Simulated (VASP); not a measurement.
# AgCl (Pm-3m) in VASP: further runs

AgCl is run at these levels: LDA; tasks: single point.

Everything below comes from runs of VASP 6.6.1. Logs are shortened: lines on timing, memory, paths and dates and some standing lists are left out, and cuts for length are marked.

## (1) The cell of the first run

Symmetry: Pm-3m, No. 221, cubic system. Conventional cell: a = 3.434 Å, b = 3.434 Å, c = 3.434 Å, α = 90.00°, β = 90.00°, γ = 90.00°. Ag (site symmetry m-3m) has 8 Cl at 2.97 Å and 6 Ag at 3.43 Å within 3.9 Å. Within 3.9 Å of Cl (site symmetry m-3m) lie 8 Ag at 2.97 Å and 6 Cl at 3.43 Å.

## (2) Single point, LDA

INCAR

```
SYSTEM = AgCl
PREC = Accurate
ENCUT = 520
EDIFF = 1E-7
ISMEAR = 0
SIGMA = 0.01
LREAL = .False.
LASPH = .True.
NELM = 80
ALGO = Normal
ISIF = 2
LWAVE = .False.
LCHARG = .False.
GGA = CA
NBANDS = 16
```

KPOINTS

```
regular mesh
0
Gamma
  6 6 6
  0 0 0
```

POSCAR

```
AgCl
1.0
    3.4339730000      0.0000000000      0.0000000000
    0.0000000000      3.4339730000      0.0000000000
    0.0000000000      0.0000000000      3.4339730000
Ag Cl
1 1
Direct
    0.0000000000      0.0000000000      0.0000000000
    0.5000000000      0.5000000000      0.5000000000
```

Potentials or basis: VASP PAW LDA potentials, release 64 (Ag, Cl).

Launch:

```bash
$ cat potpaw_LDA.64/Ag/POTCAR potpaw_LDA.64/Cl/POTCAR > POTCAR
$ mpirun -np 1 vasp_std > vasp.out
```

OUTCAR:

```text
SYSTEM = AgCl
   PREC = Accurate
   ENCUT = 520
   EDIFF = 1E-7
   ISMEAR = 0
   LREAL = .False.
   LASPH = .True.
   NELM = 80
   ISIF = 2
   GGA = CA

 ion  position               nearest neighbor table
   1  0.000  0.000  0.000-   2 2.97   2 2.97   2 2.97   2 2.97   2 2.97   2 2.97   2 2.97   2 2.97

   2  0.500  0.500  0.500-   1 2.97   1 2.97   1 2.97   1 2.97   1 2.97   1 2.97   1 2.97   1 2.97

  LATTYP: Found a simple cubic cell.
 ALAT       =     3.4339730000

  Lattice vectors:

 A1 = (   3.4339730000,   0.0000000000,   0.0000000000)
 A2 = (   0.0000000000,   3.4339730000,   0.0000000000)
 A3 = (   0.0000000000,   0.0000000000,   3.4339730000)

Analysis of symmetry for initial positions (statically):
=====================================================================
 Subroutine PRICEL returns:
 Original cell was already a primitive cell.

 Routine SETGRP: Setting up the symmetry group for a
 simple cubic supercell.

 Subroutine GETGRP returns: Found 48 space group operations
 (whereof 48 operations were pure point group operations)
 out of a pool of 48 trial point group operations.

The static configuration has the point symmetry O_h .

Analysis of symmetry for dynamics (positions and initial velocities):
=====================================================================
 Subroutine PRICEL returns:
 Original cell was already a primitive cell.

 Routine SETGRP: Setting up the symmetry group for a
 simple cubic supercell.

 Subroutine GETGRP returns: Found 48 space group operations
 (whereof 48 operations were pure point group operations)
 out of a pool of 48 trial point group operations.

The dynamic configuration has the point symmetry O_h .

 Subroutine INISYM returns: Found 48 space group operations
 (whereof 48 operations are pure point group operations),
 and found     1 'primitive' translations

----------------------------------------------------------------------------------------

                                     Primitive cell

  volume of cell :      40.4940

  direct lattice vectors                    reciprocal lattice vectors
     3.433973000  0.000000000  0.000000000     0.291207881  0.000000000  0.000000000
     0.000000000  3.433973000  0.000000000     0.000000000  0.291207881  0.000000000
     0.000000000  0.000000000  3.433973000     0.000000000  0.000000000  0.291207881

  length of vectors
     3.433973000  3.433973000  3.433973000     0.291207881  0.291207881  0.291207881

  position of ions in fractional coordinates (direct lattice)
     0.000000000  0.000000000  0.000000000
     0.500000000  0.500000000  0.500000000

  ion indices of the primitive-cell ions
   primitive index   ion index
                 1           1
                 2           2

----------------------------------------------------------------------------------------

 KPOINTS: regular mesh

Automatic generation of k-mesh.
 Grid dimensions read from file:
 generate k-points for:    6    6    6

 Generating k-lattice:

  Cartesian coordinates                     Fractional coordinates (reciprocal lattice)
     0.048534647  0.000000000  0.000000000     0.166666667  0.000000000  0.000000000
     0.000000000  0.048534647  0.000000000     0.000000000  0.166666667  0.000000000
     0.000000000  0.000000000  0.048534647     0.000000000  0.000000000  0.166666667

  Length of vectors
     0.048534647  0.048534647  0.048534647

  Shift w.r.t. Gamma in fractional coordinates (k-lattice)
     0.000000000  0.000000000  0.000000000

 Subroutine IBZKPT returns following result:
 ===========================================

 Found     20 irreducible k-points:

 Following reciprocal coordinates:
            Coordinates               Weight
  0.000000  0.000000  0.000000      1.000000
  0.166667  0.000000  0.000000      6.000000
  0.333333  0.000000  0.000000      6.000000
  0.500000  0.000000  0.000000      3.000000
  0.166667  0.166667  0.000000     12.000000
  0.333333  0.166667  0.000000     24.000000
[... 12 lines left out ...]
  0.500000  0.500000  0.333333      6.000000
  0.500000  0.500000  0.500000      1.000000
   k-points           NKPTS =     20   k-points in BZ     NKDIM =     20   number of bands    NBANDS=     16
   number of dos      NEDOS =    301   number of ions     NIONS =      2
   total plane-waves  NPLWV =  21952
   dimension x,y,z NGX =    28 NGY =   28 NGZ =   28
   dimension x,y,z NGXF=    56 NGYF=   56 NGZF=   56
   ions per type =               1   1
   NGX,Y,Z   is equivalent  to a cutoff of  13.56, 13.56, 13.56 a.u.
   NGXF,Y,Z  is equivalent  to a cutoff of  27.11, 27.11, 27.11 a.u.
 SYSTEM =  AgCl
   PREC   = accura    normal or accurate (medium, high low for compatibility)
   ISTART =      0    job   : 0-new  1-cont  2-samecut
   ICHARG =      2    charge: 1-file 2-atom 10-const
   ISPIN  =      1    spin polarized calculation?
   LNONCOLLINEAR =      F non collinear calculations
   LSORBIT =      F    spin-orbit coupling
   LASPH  =      T    aspherical Exc in radial PAW
   ENCUT  =  520.0 eV  38.22 Ry    6.18 a.u.   6.38  6.38  6.38*2*pi/ulx,y,z
   NELM   =     80;   NELMIN=  2; NELMDL= -5     # of ELM steps
   EDIFF  = 0.1E-06   stopping-criterion for ELM
   LREAL  =      F    real-space projection
   EDIFFG = 0.1E-05   stopping-criterion for IOM
   NSW    =      0    number of steps for IOM
   IBRION =     -1    ionic relax: 0-MD 1-quasi-New 2-CG
   NFREE  =      0    steps in history (QN), initial steepest desc. (CG)
   ISIF   =      2    stress and relaxation
   ISYM   =      2    0-nonsym 1-usesym 2-fastsym
   POTIM  = 0.5000    time-step for ionic-motion
   TEBEG  =    0.0;   TEEND  =   0.0 temperature during run
   PSTRESS=    0.0 pullay stress
   NELECT =      18.0000    total number of electrons
   NUPDOWN=      -1.0000    fix difference up-down
   EMIN   =  10.00;   EMAX   =-10.00  energy-range for DOS
   EFERMI =   0.00;   METHOD = LEGACY
   ISMEAR =     0;   SIGMA  =   0.01  broadening in eV -4-tet -1-fermi 0-gaus
   EFERMI_NEDOS =   21; number of points for ismear=-14 and -15
   IALGO  =     38    algorithm
   IMIX   =      4    mixing-type and parameters
     AMIX     =   0.40;   BMIX     =  1.00
     AMIX_MAG =   1.60;   BMIX_MAG =  1.00
  volume/ion in A,a.u.               =      20.25       136.63
  Fermi-wavevector in a.u.,A,eV,Ry     =   1.249402  2.361027 21.238760  1.561005
  Thomas-Fermi vector in A             =   2.383444
   LORBIT       =      0    0 simple, 1 ext, 2 COOP (PROOUT), +10 PAW based schemes
   GGA     = CA    functional components
   LHFCALC =     F    Hartree Fock is set to
   AEXX    =    0.0000 exact exchange contribution
   IVDW    =     0    specifies the selected vdW correction
   LEPSILON=     F    determine dielectric tensor
   LRPA    =     F    only Hartree local field effects (RPA)
 non-spin polarized calculation
 Gauss-broadening in eV      SIGMA  =   0.01
  energy-cutoff  :      520.00
  volume of cell :       40.49
 maximum number of plane-waves:      1108
 NGX is ok and might be reduce to    28
   NGX = 13   NGY = 13   NGZ = 13

 number of electron      18.0000000 magnetization

 Free energy of the ion-electron system (eV)
  ---------------------------------------------------
  ext. energy  EPLUGINS =         0.00000000
  ---------------------------------------------------
  free energy    TOTEN  =        -6.39575592 eV

  energy without entropy =       -6.39575592  energy(sigma->0) =       -6.39575592

 E-fermi :   3.7788     XC(G=0): -10.8297

 val. band max:        3.6791711813   @ k =   0.5000   0.0000   0.0000
 cond. band min:       3.9828491968   @ k =   0.0000   0.0000   0.0000
 fundamental gap:      0.3036780155
 Fermi energy:         3.7788311362

 k-point     1 :       0.0000    0.0000    0.0000
  band No.  band energies     occupation
      1     -10.8102      2.00000
      2       0.8573      2.00000
      3       0.8573      2.00000
      4       1.8200      2.00000
      5       1.8200      2.00000
      6       1.8200      2.00000
[... 8 lines left out ...]
     15      17.0131      0.00000
     16      20.0630      0.00000

 k-point     2 :       0.1667    0.0000    0.0000
  band No.  band energies     occupation
      1     -10.6986      2.00000
      2       0.3918      2.00000
      3       0.8941      2.00000
      4       1.3306      2.00000
      5       1.3306      2.00000
      6       1.6193      2.00000
[... 8 lines left out ...]
     15      16.6670      0.00000
     16      19.9552      0.00000

 k-point     3 :       0.3333    0.0000    0.0000
  band No.  band energies     occupation
      1     -10.4568      2.00000
      2      -0.8947      2.00000
      3       0.9081      2.00000
      4       0.9081      2.00000
      5       0.9694      2.00000
      6       1.8584      2.00000
[... 8 lines left out ...]
     15      18.5846      0.00000
     16      19.7438      0.00000

 k-point     4 :       0.5000    0.0000    0.0000
  band No.  band energies     occupation
      1     -10.3248      2.00000
      2      -1.4503      2.00000
      3       0.7574      2.00000
      4       0.7574      2.00000
      5       1.0078      2.00000
      6       1.8713      2.00000
[... 8 lines left out ...]
     15      19.2126      0.00000
     16      19.6397      0.00000
[... 248 lines left out ...]
 k-point    18 :       0.5000    0.3333    0.3333
  band No.  band energies     occupation
      1      -9.8342      2.00000
      2      -0.5326      2.00000
      3      -0.3749      2.00000
      4       0.1007      2.00000
      5       1.7704      2.00000
      6       1.9193      2.00000
[... 8 lines left out ...]
     15      17.9493      0.00000
     16      19.6501      0.00000

 k-point    19 :       0.5000    0.5000    0.3333
  band No.  band energies     occupation
      1      -9.7386      2.00000
      2      -0.5720      2.00000
      3      -0.5720      2.00000
      4      -0.2659      2.00000
      5       1.8658      2.00000
      6       2.1419      2.00000
[... 8 lines left out ...]
     15      20.1566      0.00000
     16      20.1566      0.00000

 k-point    20 :       0.5000    0.5000    0.5000
  band No.  band energies     occupation
      1      -9.6370      2.00000
      2      -0.7037      2.00000
      3      -0.7037      2.00000
      4      -0.7037      2.00000
      5       2.1465      2.00000
      6       2.1465      2.00000
[... 8 lines left out ...]
     15      20.8408      0.00000
     16      20.8408      0.00000

------------------------ aborting loop because EDIFF is reached ----------------------------------------

  FORCE on cell =-STRESS in cart. coord.  units (eV):
  Direction    XX          YY          ZZ          XY          YZ          ZX
  --------------------------------------------------------------------------------------
  -------------------------------------------------------------------------------------
  Total       -1.9178218     -1.9178218     -1.9178218      0.0000000     -0.0000000      0.0000000
  in kB      -75.8801557    -75.8801557    -75.8801557      0.0000000     -0.0000000      0.0000000
  external PRESSURE =     -75.8801557 kB  Pullay stress =       0.0000000 kB

 VOLUME and BASIS-vectors are now :
 -----------------------------------------------------------------------------
  energy-cutoff  :      520.00
  volume of cell :       40.49
      direct lattice vectors                 reciprocal lattice vectors
     3.433973000  0.000000000  0.000000000     0.291207881  0.000000000  0.000000000
     0.000000000  3.433973000  0.000000000     0.000000000  0.291207881  0.000000000
     0.000000000  0.000000000  3.433973000     0.000000000  0.000000000  0.291207881

 POSITION                                       TOTAL-FORCE (eV/Angst)
 -----------------------------------------------------------------------------------
      0.00000      0.00000      0.00000         0.000000      0.000000      0.000000
      1.71699      1.71699      1.71699         0.000000      0.000000      0.000000
 -----------------------------------------------------------------------------------
    total drift:                               -0.000000      0.000000      0.000000

  FREE ENERGIE OF THE ION-ELECTRON SYSTEM (eV)
  ---------------------------------------------------
  free  energy   TOTEN  =        -6.3957559212 eV

  energy  without entropy=       -6.3957559212  energy(sigma->0) =       -6.39575592
```

Wall time 18 s (1 thread of Intel Xeon 8259CL, shared host); peak memory 0.14 GiB.

Results:

```yaml
Free_energy: -6.3958 eV
Pressure: -7.6 GPa
Band_gap_on_the_k_mesh: 0.30 eV (least direct gap 1.82 eV)
```

Caveat: the cell stands under tension; semilocal functionals underestimate gaps, and a narrow one can read as zero. A k mesh can miss the band edges.

## (3) Single point, LDA, non-collinear spin, zero start, spin-orbit coupling

INCAR

```
SYSTEM = AgCl
PREC = Accurate
ENCUT = 520
EDIFF = 1E-6
ISMEAR = 0
SIGMA = 0.01
LREAL = .False.
LASPH = .True.
NELM = 150
ALGO = Normal
ISIF = 2
LWAVE = .False.
LCHARG = .False.
MAGMOM = 0 0 0 0 0 0
LORBIT = 11
LSORBIT = .True.
GGA_COMPAT = .False.
LORBMOM = .True.
LMAXMIX = 4
GGA = CA
NBANDS = 30
```

KPOINTS

```
Automatic mesh
0
Gamma
  6 6 6
  0 0 0
```

POSCAR is that of step 2.

Potentials or basis: VASP PAW LDA potentials, release 64 (Ag, Cl).

Launch:

```bash
$ cat potpaw_LDA.64/Ag/POTCAR potpaw_LDA.64/Cl/POTCAR > POTCAR
$ mpirun -np 1 vasp_ncl > vasp.out
```

It took 72 s on 1 thread of Intel Xeon 8259CL, shared host; peak memory 0.22 GiB.

It converged, with:

```yaml
Free_energy: -6.4175 eV
Pressure: -7.6 GPa
Net_moment: 0.00 μB per cell
Valence_electrons_inside_the_program's_atomic_spheres: Ag 9.63; Cl 5.03
```

Moments on the atoms (μB; x, y, z):
```
Ag  0.00 0.00 0.00
Cl  0.00 0.00 0.00
```

Caveat: the cell stands under tension.
